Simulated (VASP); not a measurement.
# AlP (F-43m) in VASP: further runs

AlP is run at these levels: PBE; tasks: G0W0 quasiparticle levels.

All numbers are computed with VASP 6.6.1; they aren't measurements. Logs are shortened: lines on timing, memory, paths and dates and some standing lists are left out, and cuts for length are marked.

**1. The cell of the first run**

Symmetry: F-43m, No. 216, cubic system. Conventional cell: a = 5.463 Å, b = 5.463 Å, c = 5.463 Å, α = 90.00°, β = 90.00°, γ = 90.00°. Within 3.1 Å of Al (site symmetry -43m) lie 4 P at 2.37 Å. P (site symmetry -43m) has 4 Al at 2.37 Å within 3.1 Å.

**2. G0W0 quasiparticle levels, PBE**

POSCAR

```
AlP
1.0
    0.0000000000      2.7315000000      2.7315000000
    2.7315000000      0.0000000000      2.7315000000
    2.7315000000      2.7315000000      0.0000000000
Al P
1 1
Direct
    0.0000000000      0.0000000000      0.0000000000
    0.2500000000      0.2500000000      0.2500000000
```

INCAR.step1

```
SYSTEM = AlP
PREC     = Accurate       ! precision mode
ENCUT    = 500            ! plane-wave cutoff, eV
EDIFF    = 1E-8           ! SCF threshold, eV
ISMEAR   = 0              ! smearing method
SIGMA    = 0.01           ! smearing width, eV
LREAL    = .FALSE.        ! projectors in reciprocal space
LASPH    = .TRUE.         ! aspherical terms in the spheres
NELM     = 80             ! most SCF steps
ALGO     = Normal         ! electronic algorithm
LWAVE    = .TRUE.         ! write WAVECAR
LCHARG   = .FALSE.        ! write CHGCAR
GGA      = PE             ! functional
```

INCAR.step2

```
SYSTEM = AlP
PREC     = Accurate       ! precision mode
ENCUT    = 500            ! plane-wave cutoff, eV
EDIFF    = 1E-8           ! SCF threshold, eV
ISMEAR   = 0              ! smearing method
SIGMA    = 0.01           ! smearing width, eV
LREAL    = .FALSE.        ! projectors in reciprocal space
LASPH    = .TRUE.         ! aspherical terms in the spheres
NELM     = 1              ! most SCF steps
ALGO     = Exact          ! electronic algorithm
LWAVE    = .TRUE.         ! write WAVECAR
LCHARG   = .FALSE.        ! write CHGCAR
GGA      = PE             ! functional
NBANDS   = 411            ! bands
LOPTICS  = .TRUE.         ! frequency-dependent dielectric function
ISTART   = 1
```

INCAR.step3

```
SYSTEM = AlP
PREC     = Accurate       ! precision mode
ENCUT    = 500            ! plane-wave cutoff, eV
EDIFF    = 1E-8           ! SCF threshold, eV
ISMEAR   = 0              ! smearing method
SIGMA    = 0.01           ! smearing width, eV
LREAL    = .FALSE.        ! projectors in reciprocal space
LASPH    = .TRUE.         ! aspherical terms in the spheres
ALGO     = EVGW0          ! electronic algorithm
LWAVE    = .FALSE.        ! write WAVECAR
LCHARG   = .FALSE.        ! write CHGCAR
GGA      = PE             ! functional
NELMGW   = 1            
NBANDS   = 411            ! bands
ENCUTGW  = 180.0          ! cutoff of the response function
NOMEGA   = 48             ! frequency points
PRECFOCK = Fast         
ISTART   = 1            
NBANDSGW = 12
```

KPOINTS

```
Automatic mesh
0
G
  2 2 2
  0 0 0
```

Potentials or basis: VASP PAW PBE potentials, release 64 (Al_GW, P_GW).

Command:

```
cat potpaw_PBE.64/Al_GW/POTCAR potpaw_PBE.64/P_GW/POTCAR > POTCAR
cp INCAR.step1 INCAR
mpirun -np 1 vasp_std > vasp.out
cp INCAR.step2 INCAR
mpirun -np 1 vasp_std > vasp.out
cp INCAR.step3 INCAR
mpirun -np 1 vasp_std > vasp.out
```

OUTCAR:

```text
SYSTEM = AlP
   PREC = Accurate
   ENCUT = 500
   EDIFF = 1E-8
   ISMEAR = 0
   LREAL = .FALSE.
   LASPH = .TRUE.
   GGA = PE
   NELMGW = 1
   ENCUTGW = 180.0
   PRECFOCK = Fast
   ISTART = 1

 ion  position               nearest neighbor table
   1  0.000  0.000  0.000-   2 2.37   2 2.37   2 2.37   2 2.37
   2  0.250  0.250  0.250-   1 2.37   1 2.37   1 2.37   1 2.37

  LATTYP: Found a face centered cubic cell.
 ALAT       =     5.4630000000

  Lattice vectors:

 A1 = (   0.0000000000,   2.7315000000,   2.7315000000)
 A2 = (   2.7315000000,   0.0000000000,   2.7315000000)
 A3 = (   2.7315000000,   2.7315000000,   0.0000000000)

Analysis of symmetry for initial positions (statically):
=====================================================================
 Subroutine PRICEL returns:
 Original cell was already a primitive cell.

 Routine SETGRP: Setting up the symmetry group for a
 face centered cubic supercell.

 Subroutine GETGRP returns: Found 24 space group operations
 (whereof 24 operations were pure point group operations)
 out of a pool of 48 trial point group operations.

The static configuration has the point symmetry T_d .

Analysis of symmetry for dynamics (positions and initial velocities):
=====================================================================
 Subroutine PRICEL returns:
 Original cell was already a primitive cell.

 Routine SETGRP: Setting up the symmetry group for a
 face centered cubic supercell.

 Subroutine GETGRP returns: Found 24 space group operations
 (whereof 24 operations were pure point group operations)
 out of a pool of 48 trial point group operations.

The dynamic configuration has the point symmetry T_d .

 Subroutine INISYM returns: Found 24 space group operations
 (whereof 24 operations are pure point group operations),
 and found     1 'primitive' translations

----------------------------------------------------------------------------------------

                                     Primitive cell

  volume of cell :      40.7599

  direct lattice vectors                    reciprocal lattice vectors
     0.000000000  2.731500000  2.731500000    -0.183049606  0.183049606  0.183049606
     2.731500000  0.000000000  2.731500000     0.183049606 -0.183049606  0.183049606
     2.731500000  2.731500000  0.000000000     0.183049606  0.183049606 -0.183049606

  length of vectors
     3.862924346  3.862924346  3.862924346     0.317051219  0.317051219  0.317051219

  position of ions in fractional coordinates (direct lattice)
     0.000000000  0.000000000  0.000000000
     0.250000000  0.250000000  0.250000000

  ion indices of the primitive-cell ions
   primitive index   ion index
                 1           1
                 2           2

----------------------------------------------------------------------------------------

 KPOINTS: Automatic mesh

Automatic generation of k-mesh.
 Grid dimensions read from file:
 generate k-points for:    2    2    2

 Generating k-lattice:

  Cartesian coordinates                     Fractional coordinates (reciprocal lattice)
    -0.091524803  0.091524803  0.091524803     0.500000000  0.000000000  0.000000000
     0.091524803 -0.091524803  0.091524803     0.000000000  0.500000000  0.000000000
     0.091524803  0.091524803 -0.091524803     0.000000000  0.000000000  0.500000000

  Length of vectors
     0.158525609  0.158525609  0.158525609

  Shift w.r.t. Gamma in fractional coordinates (k-lattice)
     0.000000000  0.000000000  0.000000000

 Subroutine IBZKPT returns following result:
 ===========================================

 Found      3 irreducible k-points:

 Following reciprocal coordinates:
            Coordinates               Weight
  0.000000  0.000000  0.000000      1.000000
  0.500000  0.000000  0.000000      4.000000
  0.500000  0.500000  0.000000      3.000000
   k-points           NKPTS =      3   k-points in BZ     NKDIM =      8   number of bands    NBANDS=    411
   number of dos      NEDOS =    301   number of ions     NIONS =      2
   total plane-waves  NPLWV =  21952
   dimension x,y,z NGX =    28 NGY =   28 NGZ =   28
   dimension x,y,z NGXF=    56 NGYF=   56 NGZF=   56
   ions per type =               1   1
   NGX,Y,Z   is equivalent  to a cutoff of  12.05, 12.05, 12.05 a.u.
   NGXF,Y,Z  is equivalent  to a cutoff of  24.10, 24.10, 24.10 a.u.
 SYSTEM =  AlP
   PREC   = accura    normal or accurate (medium, high low for compatibility)
   ISTART =      1    job   : 0-new  1-cont  2-samecut
   ICHARG =      0    charge: 1-file 2-atom 10-const
   ISPIN  =      1    spin polarized calculation?
   LNONCOLLINEAR =      F non collinear calculations
   LSORBIT =      F    spin-orbit coupling
   LASPH  =      T    aspherical Exc in radial PAW
   ENCUT  =  500.0 eV  36.75 Ry    6.06 a.u.   7.04  7.04  7.04*2*pi/ulx,y,z
   NELM   =     60;   NELMIN=  2; NELMDL=  0     # of ELM steps
   EDIFF  = 0.1E-07   stopping-criterion for ELM
   LREAL  =      F    real-space projection
   EDIFFG = 0.1E-06   stopping-criterion for IOM
   NSW    =      0    number of steps for IOM
   IBRION =     -1    ionic relax: 0-MD 1-quasi-New 2-CG
   NFREE  =      0    steps in history (QN), initial steepest desc. (CG)
   ISIF   =      0    stress and relaxation
   ISYM   =      3    0-nonsym 1-usesym 2-fastsym
   POTIM  = 0.5000    time-step for ionic-motion
   TEBEG  =    0.0;   TEEND  =   0.0 temperature during run
   PSTRESS=    0.0 pullay stress
   NELECT =       8.0000    total number of electrons
   NUPDOWN=      -1.0000    fix difference up-down
   EMIN   =  10.00;   EMAX   =-10.00  energy-range for DOS
   EFERMI =   0.00;   METHOD = LEGACY
   ISMEAR =     0;   SIGMA  =   0.01  broadening in eV -4-tet -1-fermi 0-gaus
   EFERMI_NEDOS =   21; number of points for ismear=-14 and -15
   IALGO  =     38    algorithm
   IMIX   =      4    mixing-type and parameters
     AMIX     =   0.40;   BMIX     =  1.00
     AMIX_MAG =   1.60;   BMIX_MAG =  1.00
  volume/ion in A,a.u.               =      20.38       137.53
  Fermi-wavevector in a.u.,A,eV,Ry     =   0.951394  1.797873 12.315314  0.905150
  Thomas-Fermi vector in A             =   2.079860
   LORBIT       =      0    0 simple, 1 ext, 2 COOP (PROOUT), +10 PAW based schemes
   GGA     = PE    functional components
   LHFCALC =     T    Hartree Fock is set to
   PRECFOCK=fast      Normal, Fast or Accurate (Low or Medium for compatibility)
   ENCUT4O =  -1.0   cutoff for four orbital integrals eV
   NKREDX  =     1    reduce k-point grid by
   NKREDY  =     1    reduce k-point grid by
   NKREDZ  =     1    reduce k-point grid by
   AEXX    =    1.0000 exact exchange contribution
   HFSCREEN=    0.0000 screening length (either q_TF or 0.3 A-1)
   HFSCREENC=   0.0000 screening length for correlation (either q_TF or 0.3 A-1)
   ENCUTFOCK=  -1.0 apply spherical cutoff to Coloumb kernel
   IVDW    =     0    specifies the selected vdW correction
   LEPSILON=     F    determine dielectric tensor
   LRPA    =     F    only Hartree local field effects (RPA)
   LRPAFORCE           =     F    calculate RPA forces
   ENCUTGW             = 180.0    cutoff for response function in eV
   ENCUTGWSOFT         = 144.0    soft cutoff for Coulomb kernel in GW response function in eV
   ENCUTLF             =  -1.0    cutoff for local field effects
   NELMGW              =     1    number of iterations in solving QP/BSE equation
   NELMHF              =     1    number of iterations in the inner HF iteration
   NKREDLFX            =     1    NKREDLFY  =   1   NKREDLFZ  =   1
 non-spin polarized calculation
 Gauss-broadening in eV      SIGMA  =   0.01
  energy-cutoff  :      500.00
  volume of cell :       40.76
 maximum number of plane-waves:      1056
  NGX = 16; NGY = 16; NGZ = 16
   NGX = 15   NGY = 15   NGZ = 15
 maximum number of plane-waves:       229

 QP shifts <psi_nk| G(iteration)W_0 |psi_nk>: iteration 1
 for sc-GW calculations column KS-energies equals QP-energies in previous step
 and V_xc(KS)=  KS-energies - (<T + V_ion + V_H > + <T+V_H+V_ion>^1  + <V_x>^1)

 k-point   1 :       0.0000    0.0000    0.0000
  band No.  KS-energies  QP-energies   sigma(KS)   V_xc(KS)     V^pw_x(r,r')   Z            occupation Imag(sigma)

      1      -7.3337      -7.9960     -12.0634     -11.0135     -18.2236       0.6308       2.0000       0.9951
      2       4.2085       3.3574     -13.1147     -12.0053     -15.1917       0.7672       2.0000       0.0770
      3       4.2085       3.3574     -13.1147     -12.0053     -15.1917       0.7672       2.0000       0.0770
      4       4.2085       3.3574     -13.1147     -12.0053     -15.1917       0.7672       2.0000       0.0770
      5       7.4593       7.5642      -9.9197     -10.0556      -4.6603       0.7721       0.0000      -0.1150
      6       8.5419       8.6936      -9.3613      -9.5593      -4.3478       0.7665       0.0000      -0.1296
      7       8.5419       8.6936      -9.3613      -9.5593      -4.3478       0.7665       0.0000      -0.1296
      8       8.5419       8.6936      -9.3613      -9.5593      -4.3478       0.7665       0.0000      -0.1296
      9      12.8239      13.1321      -9.4932      -9.8793      -4.0485       0.7983       0.0000      -0.1899
     10      12.8239      13.1321      -9.4932      -9.8793      -4.0485       0.7983       0.0000      -0.1899
     11      14.3338      13.9576      -7.9543      -7.4658      -2.0015       0.7703       0.0000      -0.4852
     12      16.2502      16.0035      -8.0842      -7.7869      -1.9171       0.8294       0.0000      -0.7096

 k-point   2 :       0.5000    0.0000    0.0000
  band No.  KS-energies  QP-energies   sigma(KS)   V_xc(KS)     V^pw_x(r,r')   Z            occupation Imag(sigma)

      1      -5.5960      -6.4447     -13.0112     -11.7895     -18.4122       0.6946       2.0000       0.8783
      2      -1.4649      -2.4958     -11.2406      -9.9034     -14.1934       0.7709       2.0000       0.2053
      3       3.4118       2.5468     -12.8073     -11.6716     -14.9896       0.7616       2.0000       0.0819
      4       3.4118       2.5468     -12.8073     -11.6716     -14.9896       0.7616       2.0000       0.0819
      5       6.8738       6.9620      -9.4504      -9.5640      -4.5545       0.7768       0.0000      -0.1033
      6       8.8037       8.9051      -9.0309      -9.1621      -4.0223       0.7720       0.0000      -0.1223
      7       8.8037       8.9051      -9.0309      -9.1621      -4.0223       0.7720       0.0000      -0.1223
      8      12.3747      11.9369      -8.3486      -7.7828      -2.5603       0.7739       0.0000      -0.4161
      9      15.5467      15.8324     -10.0552     -10.4218      -4.0697       0.7793       0.0000      -0.3004
     10      15.5467      15.8324     -10.0552     -10.4218      -4.0697       0.7793       0.0000      -0.3004
     11      16.0183      15.9470      -9.4614      -9.3764      -3.3992       0.8382       0.0000      -0.5741
     12      16.6223      16.6532      -9.3179      -9.3582      -2.8593       0.7653       0.0000      -0.6901

 k-point   3 :       0.5000    0.5000    0.0000
  band No.  KS-energies  QP-energies   sigma(KS)   V_xc(KS)     V^pw_x(r,r')   Z            occupation Imag(sigma)

      1      -4.8981      -5.7600     -13.3627     -12.1480     -18.5333       0.7096       2.0000       0.8576
      2      -1.2521      -2.2245     -11.5267     -10.2351     -14.5464       0.7528       2.0000       0.1797
      3       2.0252       1.1171     -12.1838     -10.9910     -14.5569       0.7613       2.0000       0.0937
      4       2.0252       1.1171     -12.1838     -10.9910     -14.5569       0.7613       2.0000       0.0937
      5       5.5932       5.4330      -8.2921      -8.0869      -3.6843       0.7809       0.0000      -0.0912
      6       6.4964       6.5079      -8.8698      -8.8844      -4.1873       0.7858       0.0000      -0.0828
      7      15.1262      15.2591      -9.8756     -10.0488      -3.4191       0.7669       0.0000      -0.5817
      8      15.1262      15.2591      -9.8756     -10.0488      -3.4191       0.7669       0.0000      -0.5817
      9      16.1305      16.4668     -10.4199     -10.8607      -4.3956       0.7630       0.0000      -0.3070
     10      16.1305      16.4668     -10.4199     -10.8607      -4.3956       0.7630       0.0000      -0.3070
     11      16.3048      16.4344     -10.5510     -10.7123      -4.2495       0.8040       0.0000      -0.5782
     12      16.8851      17.2470     -10.3334     -10.8131      -4.2278       0.7546       0.0000      -0.3182
```

It took 69 s on 1 thread of Intel Xeon 8259CL, shared host; peak memory 0.27 GiB.

What came out:

* Band gap on the k mesh, mean-field level: 1.38 eV, indirect (least direct gap 3.25 eV)
* Quasiparticle gap: 2.08 eV
* Least direct quasiparticle gap: 4.21 eV

Levels at points of the mesh, in eV from the valence-band top:
```csv
k point,band 1,band 2,band 3,band 4,band 5,band 6,band 7,band 8
"(0.00, 0.00, 0.00)",-11.54,0.00,0.00,0.00,3.25,4.33,4.33,4.33
"(0.50, 0.00, 0.00)",-9.80,-5.67,-0.80,-0.80,2.67,4.60,4.60,8.17
"(0.50, 0.50, 0.00)",-9.11,-5.46,-2.18,-2.18,1.38,2.29,10.92,10.92
```

Caveat: the k points lie up to 1.00 Å⁻¹ apart; bands, screening cutoff and mesh are small and nothing is extrapolated, so the quasiparticle values aren't converged. A k mesh can miss the band edges.

(Part 1 of 3 ends here.)
